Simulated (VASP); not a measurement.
# WSe (R-3m) in VASP: a series of runs, part 2 of 2

VASP 6.6.1. The steps go on from the part before.

## (3) Single point, PBE, collinear spin, zero start

Input file INCAR:

```
SYSTEM = WSe
PREC = Accurate
ENCUT = 520
EDIFF = 1E-7
ISMEAR = 0
SIGMA = 0.1
LREAL = .False.
LASPH = .True.
NELM = 150
ALGO = Normal
ISIF = 2
LWAVE = .False.
LCHARG = .False.
ISPIN = 2
MAGMOM = 0 0
LORBIT = 11
LMAXMIX = 4
GGA = PE
NBANDS = 21
```

Input file KPOINTS:

```
regular mesh
0
Gamma
  6 6 6
  0 0 0
```

Input file POSCAR:

```
WSe
1.0
    1.8702341900      1.0797802100      3.0813784500
   -1.8702341900      1.0797802100      3.0813784500
    0.0000000000     -2.1595604200      3.0813784500
W Se
1 1
Direct
    0.5000000000      0.5000000000      0.5000000000
    0.0000000000      0.0000000000      0.0000000000
```

Potentials or basis: VASP PAW PBE potentials, release 64 (W_sv, Se).

Launch:

```
$ cat potpaw_PBE.64/W_sv/POTCAR potpaw_PBE.64/Se/POTCAR > POTCAR
$ mpirun -np 1 vasp_std > vasp.out
```

OUTCAR:

```text
SYSTEM = WSe
   PREC = Accurate
   ENCUT = 520
   EDIFF = 1E-7
   ISMEAR = 0
   LREAL = .False.
   LASPH = .True.
   NELM = 150
   ISIF = 2
   ISPIN = 2
   LORBIT = 11
   GGA = PE

 ion  position               nearest neighbor table
   1  0.500  0.500  0.500-   2 2.65   2 2.65   2 2.65   2 2.65   2 2.65   2 2.65
   2  0.000  0.000  0.000-   1 2.65   1 2.65   1 2.65   1 2.65   1 2.65   1 2.65

  LATTYP: Found a trigonal (rhomboedric) cell.
 ALAT       =     3.7627907701
 COS(alpha) =     0.5059148060

  Lattice vectors:

 A1 = (   1.8702341900,   1.0797802100,   3.0813784500)
 A2 = (  -1.8702341900,   1.0797802100,   3.0813784500)
 A3 = (   0.0000000000,  -2.1595604200,   3.0813784500)

Analysis of symmetry for initial positions (statically):
=====================================================================
 Subroutine PRICEL returns:
 Original cell was already a primitive cell.

 Routine SETGRP: Setting up the symmetry group for a
 trigonal (rhombohedral) supercell.

 Subroutine GETGRP returns: Found 12 space group operations
 (whereof 12 operations were pure point group operations)
 out of a pool of 12 trial point group operations.

The static configuration has the point symmetry D_3d.

Analysis of symmetry for dynamics (positions and initial velocities):
=====================================================================
 Subroutine PRICEL returns:
 Original cell was already a primitive cell.

 Routine SETGRP: Setting up the symmetry group for a
 trigonal (rhombohedral) supercell.

 Subroutine GETGRP returns: Found 12 space group operations
 (whereof 12 operations were pure point group operations)
 out of a pool of 12 trial point group operations.

The dynamic configuration has the point symmetry D_3d.

Analysis of structural, dynamic, and magnetic symmetry:
=====================================================================
 Subroutine PRICEL returns:
 Original cell was already a primitive cell.

 Routine SETGRP: Setting up the symmetry group for a
 trigonal (rhombohedral) supercell.

 Subroutine GETGRP returns: Found 12 space group operations
 (whereof 12 operations were pure point group operations)
 out of a pool of 12 trial point group operations.

The overall configuration has the point symmetry D_3d.

 Subroutine INISYM returns: Found 12 space group operations
 (whereof 12 operations are pure point group operations),
 and found     1 'primitive' translations

----------------------------------------------------------------------------------------

                                     Primitive cell

  volume of cell :      37.3360

  direct lattice vectors                    reciprocal lattice vectors
     1.870234190  1.079780210  3.081378450     0.267346198  0.154352400  0.108176694
    -1.870234190  1.079780210  3.081378450    -0.267346198  0.154352400  0.108176694
     0.000000000 -2.159560420  3.081378450     0.000000000 -0.308704800  0.108176694

  length of vectors
     3.762790770  3.762790770  3.762790767     0.327109844  0.327109844  0.327109845

  position of ions in fractional coordinates (direct lattice)
     0.500000000  0.500000000  0.500000000
     0.000000000  0.000000000  0.000000000

  ion indices of the primitive-cell ions
   primitive index   ion index
                 1           1
[... 66 lines left out ...]
   ICHARG =      2    charge: 1-file 2-atom 10-const
   ISPIN  =      2    spin polarized calculation?
   LNONCOLLINEAR =      F non collinear calculations
   LSORBIT =      F    spin-orbit coupling
   LASPH  =      T    aspherical Exc in radial PAW
   ENCUT  =  520.0 eV  38.22 Ry    6.18 a.u.   7.00  7.00  7.00*2*pi/ulx,y,z
   NELM   =    150;   NELMIN=  2; NELMDL= -5     # of ELM steps
   EDIFF  = 0.1E-06   stopping-criterion for ELM
   LREAL  =      F    real-space projection
   EDIFFG = 0.1E-05   stopping-criterion for IOM
   NSW    =      0    number of steps for IOM
   IBRION =     -1    ionic relax: 0-MD 1-quasi-New 2-CG
   NFREE  =      0    steps in history (QN), initial steepest desc. (CG)
   ISIF   =      2    stress and relaxation
   ISYM   =      2    0-nonsym 1-usesym 2-fastsym
   POTIM  = 0.5000    time-step for ionic-motion
   TEBEG  =    0.0;   TEEND  =   0.0 temperature during run
   PSTRESS=    0.0 pullay stress
   NELECT =      20.0000    total number of electrons
   NUPDOWN=      -1.0000    fix difference up-down
   EMIN   =  10.00;   EMAX   =-10.00  energy-range for DOS
   EFERMI =   0.00;   METHOD = LEGACY
   ISMEAR =     0;   SIGMA  =   0.10  broadening in eV -4-tet -1-fermi 0-gaus
   EFERMI_NEDOS =   21; number of points for ismear=-14 and -15
   IALGO  =     38    algorithm
   IMIX   =      4    mixing-type and parameters
     AMIX     =   0.40;   BMIX     =  1.00
     AMIX_MAG =   1.60;   BMIX_MAG =  1.00
  volume/ion in A,a.u.               =      18.67       125.98
  Fermi-wavevector in a.u.,A,eV,Ry     =   1.329563  2.512510 24.051535  1.767738
  Thomas-Fermi vector in A             =   2.458716
   LORBIT       =     11    0 simple, 1 ext, 2 COOP (PROOUT), +10 PAW based schemes
   GGA     = PE    functional components
   LHFCALC =     F    Hartree Fock is set to
   AEXX    =    0.0000 exact exchange contribution
   IVDW    =     0    specifies the selected vdW correction
   LEPSILON=     F    determine dielectric tensor
   LRPA    =     F    only Hartree local field effects (RPA)
 spin polarized calculation
 Gauss-broadening in eV      SIGMA  =   0.10
  energy-cutoff  :      520.00
  volume of cell :       37.34
 maximum number of plane-waves:      1020
   NGX = 13   NGY = 13   NGZ = 13

 number of electron      20.0000000 magnetization      -0.0000000

 number of electron      20.0000000 magnetization       0.0000275

 Free energy of the ion-electron system (eV)
  ---------------------------------------------------
  ext. energy  EPLUGINS =         0.00000000
  ---------------------------------------------------
  free energy    TOTEN  =       -14.06643289 eV

  energy without entropy =      -14.04968107  energy(sigma->0) =      -14.05805698

 E-fermi :   8.7521     XC(G=0): -11.7256

 val. band max:        8.6878253935   @ k =  -0.1667   0.3333   0.1667
 cond. band min:       8.7531673375   @ k =   0.1667   0.1667  -0.0000
 fundamental gap:      0.0653419440
 Fermi energy:         8.7520790022

 spin component 1

 k-point     1 :       0.0000    0.0000    0.0000
  band No.  band energies     occupation
      1     -65.9087      1.00000
      2     -30.1120      1.00000
      3     -30.1115      1.00000
      4     -30.1115      1.00000
      5      -7.4730      1.00000
      6       6.1297      1.00000
[... 565 lines left out ...]
     20      22.7036      0.00000
     21      26.3844      0.00000

 [... further k-points ...]

 spin component 2

 k-point     1 :       0.0000    0.0000    0.0000
  band No.  band energies     occupation
      1     -65.9087      1.00000
      2     -30.1120      1.00000
      3     -30.1115      1.00000
      4     -30.1115      1.00000
      5      -7.4730      1.00000
      6       6.1297      1.00000
[... 565 lines left out ...]
     20      22.7036      0.00000
     21      26.3844      0.00000

 [... further k-points ...]

------------------------ aborting loop because EDIFF is reached ----------------------------------------

  FORCE on cell =-STRESS in cart. coord.  units (eV):
  Direction    XX          YY          ZZ          XY          YZ          ZX
  --------------------------------------------------------------------------------------
  -------------------------------------------------------------------------------------
  Total       -1.2138712     -1.2138711     -1.0804046      0.0000000      0.0000000      0.0000000
  in kB      -52.0901402    -52.0901399    -46.3627671      0.0000000      0.0000000      0.0000000
  external PRESSURE =     -50.1810157 kB  Pullay stress =       0.0000000 kB

 VOLUME and BASIS-vectors are now :
 -----------------------------------------------------------------------------
  energy-cutoff  :      520.00
  volume of cell :       37.34
      direct lattice vectors                 reciprocal lattice vectors
     1.870234190  1.079780210  3.081378450     0.267346198  0.154352400  0.108176694
    -1.870234190  1.079780210  3.081378450    -0.267346198  0.154352400  0.108176694
     0.000000000 -2.159560420  3.081378450     0.000000000 -0.308704800  0.108176694

 POSITION                                       TOTAL-FORCE (eV/Angst)
 -----------------------------------------------------------------------------------
      0.00000      0.00000      4.62207         0.000000     -0.000000      0.000000
      0.00000      0.00000      0.00000        -0.000000      0.000000     -0.000000
 -----------------------------------------------------------------------------------
    total drift:                               -0.000000     -0.000000      0.000000

  FREE ENERGIE OF THE ION-ELECTRON SYSTEM (eV)
  ---------------------------------------------------
  free  energy   TOTEN  =       -14.0664328857 eV

  energy  without entropy=      -14.0496810658  energy(sigma->0) =      -14.05805698

 total charge

# of ion       s       p       d       tot
------------------------------------------
    1        2.296   6.125   3.426  11.848
    2        1.434   2.337   0.143   3.914
--------------------------------------------------
tot          3.731   8.462   3.569  15.762

 magnetization (x)

# of ion       s       p       d       tot
------------------------------------------
    1        0.000   0.000   0.000   0.000
    2        0.000  -0.000   0.000   0.000
--------------------------------------------------
tot          0.000  -0.000   0.000   0.000
```

Run time: 99 s. Hardware: 1 thread of Intel Xeon 8259CL, shared host; peak memory 0.19 GiB.

Results:

```yaml
Free_energy: -14.0664 eV
Pressure: -5.0 GPa
Band_gap_on_the_k_mesh: zero (filled and empty bands overlap)
Net_moment: 0.00 μB per cell
Valence_electrons_inside_the_program's_atomic_spheres: W 11.85; Se 3.91
```

Caveat: the cell stands under tension; spin-orbit coupling is left out, which moves the levels of the heavy elements.

## (4) Relaxation of cell and atoms, PBE

Input file INCAR:

```
ALGO = Normal ; EDIFF = 1E-6
EDIFFG = -0.04 ; ENCUT = 600
GGA = PE ; IBRION = 2
ISIF = 3 ; ISMEAR = 0
LASPH = True ; LCHARG = False
LREAL = False ; LWAVE = False
NELM = 100 ; NSW = 90
PREC = Accurate ; SIGMA = 0.1
```

Input file KPOINTS:

```
k-points
0
Gamma
  6 6 6
```

POSCAR is that of step 3.

Launch:

```
$ cat potpaw_PBE.64/W_sv/POTCAR potpaw_PBE.64/Se/POTCAR > POTCAR
$ mpirun -np 1 vasp_std > vasp.out
```

Wall time 6.9 min (1 thread of Intel Xeon 8259CL, shared host); peak memory 0.19 GiB.

It converged, with:

| Property | Result |
| --- | --- |
| Free energy | -15.5227 eV |
| Relaxed volume | 16.37 Å³/atom |
| Relaxed cell | a = 4.404 Å, b = 4.404 Å, c = 4.404 Å, α = 40.67°, β = 40.67°, γ = 40.67° |
| Space group after relaxing (to 0.1 Å) | R-3m (No. 166) |
| Pressure after relaxing | 0.0 GPa |
| Band gap on the k mesh | zero (bands 10 and 11 overlap by 1.97 eV) |

Final structure:
```cif
data_structure
_symmetry_space_group_name_H-M 'P 1'
_symmetry_Int_Tables_number 1
_cell_length_a 4.4039
_cell_length_b 4.4039
_cell_length_c 4.4039
_cell_angle_alpha 40.675
_cell_angle_beta 40.675
_cell_angle_gamma 40.675
_cell_volume 32.73
loop_
_atom_site_label
_atom_site_type_symbol
_atom_site_fract_x
_atom_site_fract_y
_atom_site_fract_z
_atom_site_occupancy
W1 W 0.50000 0.50000 0.50000 1
Se1 Se 0.00000 0.00000 0.00000 1
```

Levels at points of the mesh, in eV from the Fermi level:
```tsv
k point	band 7	band 8	band 9	band 10	band 11	band 12	band 13	band 14
(0.00, 0.00, 0.00)	-4.95	-0.92	-0.92	0.62	0.62	0.90	0.90	3.13
(0.50, 0.00, 0.00)	-6.86	-3.29	-2.65	1.81	3.27	3.75	4.51	5.32
(0.50, 0.50, 0.00)	-4.30	-4.18	-1.58	-1.30	-0.02	0.96	3.31	5.68
(0.50, 0.50, 0.50)	-2.26	-2.11	-2.11	0.48	0.48	4.16	4.16	6.73
```

Caveat: a cell axis changed by over 15 % at a fixed basis, so the end point is rough; spin-orbit coupling is left out, which moves the levels of the heavy elements.

## (5) Overview

```tsv
task	spin	cell	cutoff (eV)	gap on the mesh (eV)	pressure (GPa)
single point	off	as given	520	none	-5.0
single point	collinear, zero start	as given	520	none	-5.0
relaxation of cell and atoms	off	relaxed	600	none	0.0
```

Alike in all rows: level PBE; potentials or basis VASP PAW PBE potentials, release 64 (W_sv, Se); k mesh 6 × 6 × 6; smearing gaussian 0.1 eV.

Caveats: spin-orbit coupling is left out, which moves the levels of the heavy elements; the cell stands under tension (at least some runs); a cell axis changed by over 15 % at a fixed basis, so the end point is rough (at least some runs).

Absolute energies hang on the potentials; compare differences alone.

The gap in the log of VASP goes by the Fermi energy; the results here count the filled bands.